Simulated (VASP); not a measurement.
# TiAl (Pm-3m) in VASP: a series of runs, part 2 of 2

VASP 6.6.1. The steps go on from the part before.

### 3 Single point, r2SCAN

This run uses another cell than the first one, of 15.10 Å³/atom, 0.887 times its volume.

File POSCAR:

```
TiAl
1.0
    3.1141669331      0.0000000000      0.0000000000
    0.0000000000      3.1141669331      0.0000000000
    0.0000000000      0.0000000000      3.1141669331
Ti Al
1 1
Direct
    0.0000000000      0.0000000000      0.0000000000
    0.5000000000      0.5000000000      0.5000000000
```

File INCAR.step1:

```
SYSTEM = TiAl
ALGO = Normal
EDIFF = 1E-4
ENCUT = 520
GGA = PE
ISMEAR = -1
LASPH = .True.
LCHARG = .False.
LREAL = .False.
LWAVE = .True.
NBANDS = 14
NELM = 80
PREC = Accurate
SIGMA = 0.05
```

File INCAR.step2:

```
SYSTEM = TiAl
ALGO = Normal
EDIFF = 1E-7
ENCUT = 520
ISIF = 2
ISMEAR = -1
ISTART = 1
LASPH = .True.
LCHARG = .True.
LELF = .True.
LMIXTAU = .True.
LREAL = .False.
LVHAR = .True.
LWAVE = .False.
METAGGA = R2SCAN
NBANDS = 14
NELM = 80
PREC = Accurate
SIGMA = 0.05
```

File KPOINTS:

```
k-points
0
Gamma
  8 8 8
  0 0 0
```

Potentials or basis: VASP PAW PBE potentials, release 64 (Ti_sv, Al).

Launch:

```console
cat potpaw_PBE.64/Ti_sv/POTCAR potpaw_PBE.64/Al/POTCAR > POTCAR
cp INCAR.step1 INCAR
mpirun -np 1 vasp_std > vasp.out
cp INCAR.step2 INCAR
mpirun -np 1 vasp_std > vasp.out
```

OUTCAR:

```text
SYSTEM = TiAl
   EDIFF = 1E-7
   ENCUT = 520
   ISIF = 2
   ISMEAR = -1
   ISTART = 1
   LASPH = .True.
   LREAL = .False.
   METAGGA = R2SCAN
   NELM = 80
   PREC = Accurate

 ion  position               nearest neighbor table
   1  0.000  0.000  0.000-   2 2.70   2 2.70   2 2.70   2 2.70   2 2.70   2 2.70   2 2.70   2 2.70

   2  0.500  0.500  0.500-   1 2.70   1 2.70   1 2.70   1 2.70   1 2.70   1 2.70   1 2.70   1 2.70

  LATTYP: Found a simple cubic cell.
 ALAT       =     3.1141669331

  Lattice vectors:

 A1 = (   3.1141669331,   0.0000000000,   0.0000000000)
 A2 = (   0.0000000000,   3.1141669331,   0.0000000000)
 A3 = (   0.0000000000,   0.0000000000,   3.1141669331)

Analysis of symmetry for initial positions (statically):
=====================================================================
 Subroutine PRICEL returns:
 Original cell was already a primitive cell.

 Routine SETGRP: Setting up the symmetry group for a
 simple cubic supercell.

 Subroutine GETGRP returns: Found 48 space group operations
 (whereof 48 operations were pure point group operations)
 out of a pool of 48 trial point group operations.

The static configuration has the point symmetry O_h .

Analysis of symmetry for dynamics (positions and initial velocities):
=====================================================================
 Subroutine PRICEL returns:
 Original cell was already a primitive cell.

 Routine SETGRP: Setting up the symmetry group for a
 simple cubic supercell.

 Subroutine GETGRP returns: Found 48 space group operations
 (whereof 48 operations were pure point group operations)
 out of a pool of 48 trial point group operations.

The dynamic configuration has the point symmetry O_h .

 Subroutine INISYM returns: Found 48 space group operations
 (whereof 48 operations are pure point group operations),
 and found     1 'primitive' translations

----------------------------------------------------------------------------------------

                                     Primitive cell

  volume of cell :      30.2013

[... 113 lines left out ...]
   METAGGA = R2SCAN    functional components
   LHFCALC =     F    Hartree Fock is set to
   AEXX    =    0.0000 exact exchange contribution
   IVDW    =     0    specifies the selected vdW correction
   LEPSILON=     F    determine dielectric tensor
   LRPA    =     F    only Hartree local field effects (RPA)
 non-spin polarized calculation
  energy-cutoff  :      520.00
  volume of cell :       30.20
 maximum number of plane-waves:       840
 NGX is ok and might be reduce to    24
   NGX = 11   NGY = 11   NGZ = 11

 number of electron      14.9999999 magnetization

 Free energy of the ion-electron system (eV)
  ---------------------------------------------------
  ext. energy  EPLUGINS =         0.00000000
  ---------------------------------------------------
  free energy    TOTEN  =       -20.27295136 eV

  energy without entropy =      -20.25500088  energy(sigma->0) =      -20.26397612

 E-fermi :   9.4896     XC(G=0): -12.1900

 val. band max:        9.4603770994   @ k =   0.5000   0.3750   0.2500
 cond. band min:       9.5005702508   @ k =   0.3750   0.1250   0.1250
 fundamental gap:      0.0401931514
 Fermi energy:         9.4895887417

 k-point     1 :       0.0000    0.0000    0.0000
  band No.  band energies     occupation
      1     -49.6471      2.00000
      2     -24.7963      2.00000
      3     -24.7963      2.00000
      4     -24.7963      2.00000
      5      -0.6398      2.00000
      6       7.7175      2.00000
      7       7.7175      2.00000
      8      11.6951      0.00000
      9      11.6951      0.00000
     10      11.6951      0.00000
     11      14.4490      0.00000
     12      14.4490      0.00000
     13      14.4490      0.00000
     14      18.9398      0.00000
[... 377 lines left out ...]
      1     -49.6055      2.00000
      2     -24.9935      2.00000
      3     -24.9575      2.00000
      4     -24.7899      2.00000
      5       4.0354      2.00000
      6       6.1036      2.00000
      7       7.2770      2.00000
      8       8.7707      2.00000
      9      10.5799      0.00000
     10      10.6021      0.00000
     11      12.7025      0.00000
     12      15.0786      0.00000
     13      15.2511      0.00000
     14      17.7769      0.00000

 [... further k-points ...]
[... 5 lines left out ...]
  --------------------------------------------------------------------------------------
  -------------------------------------------------------------------------------------
  Total        1.4446176      1.4446176      1.4446176     -0.0000000     -0.0000000     -0.0000000
  in kB       76.6368825     76.6368825     76.6368825     -0.0000000     -0.0000000     -0.0000000
  external PRESSURE =      76.6368825 kB  Pullay stress =       0.0000000 kB

 VOLUME and BASIS-vectors are now :
 -----------------------------------------------------------------------------
  energy-cutoff  :      520.00
  volume of cell :       30.20
      direct lattice vectors                 reciprocal lattice vectors
     3.114166933  0.000000000  0.000000000     0.321113165  0.000000000  0.000000000
     0.000000000  3.114166933  0.000000000     0.000000000  0.321113165  0.000000000
     0.000000000  0.000000000  3.114166933     0.000000000  0.000000000  0.321113165

 POSITION                                       TOTAL-FORCE (eV/Angst)
 -----------------------------------------------------------------------------------
      0.00000      0.00000      0.00000         0.000000      0.000000      0.000000
      1.55708      1.55708      1.55708         0.000000      0.000000      0.000000
 -----------------------------------------------------------------------------------
    total drift:                                0.000000      0.000000      0.000000

  FREE ENERGIE OF THE ION-ELECTRON SYSTEM (eV)
  ---------------------------------------------------
  free  energy   TOTEN  =       -20.2729513592 eV

  energy  without entropy=      -20.2550008751  energy(sigma->0) =      -20.26397612
```

OSZICAR.step1:

```text
N       E                     dE             d eps       ncg     rms          rms(c)
DAV:   1     0.968122704410E+02    0.96812E+02   -0.71644E+03   980   0.110E+03
DAV:   2    -0.789640786895E+01   -0.10471E+03   -0.10095E+03  1004   0.302E+02
DAV:   3    -0.134473963066E+02   -0.55510E+01   -0.53438E+01  1504   0.641E+01
DAV:   4    -0.136138941376E+02   -0.16650E+00   -0.16632E+00  1072   0.991E+00
DAV:   5    -0.136201263525E+02   -0.62322E-02   -0.62309E-02  1418   0.189E+00    0.104E+01
DAV:   6    -0.121018604281E+02    0.15183E+01   -0.46369E+00  1102   0.300E+01    0.274E+00
DAV:   7    -0.120631660080E+02    0.38694E-01   -0.31573E-01  1112   0.752E+00    0.187E+00
DAV:   8    -0.120601914661E+02    0.29745E-02   -0.49356E-02  1380   0.218E+00    0.537E-01
DAV:   9    -0.120583311037E+02    0.18604E-02   -0.76364E-03  1126   0.116E+00    0.165E-01
DAV:  10    -0.120584459617E+02   -0.11486E-03   -0.36054E-04  1084   0.234E-01    0.452E-02
DAV:  11    -0.120584470229E+02   -0.10612E-05   -0.83398E-05   622   0.107E-01
   1 F= -.12058447E+02 E0= -.12047973E+02  d E =-.209488E-01
```

Run time: 87 s. Hardware: 1 thread of Intel Xeon 8259CL, shared host; peak memory 0.15 GiB.

What came out:

| Quantity | Value |
| --- | --- |
| Free energy | -20.2730 eV |
| Pressure | 7.7 GPa |

Caveat: the PAW data sets were made with another functional, which shifts forces and pressure a little.
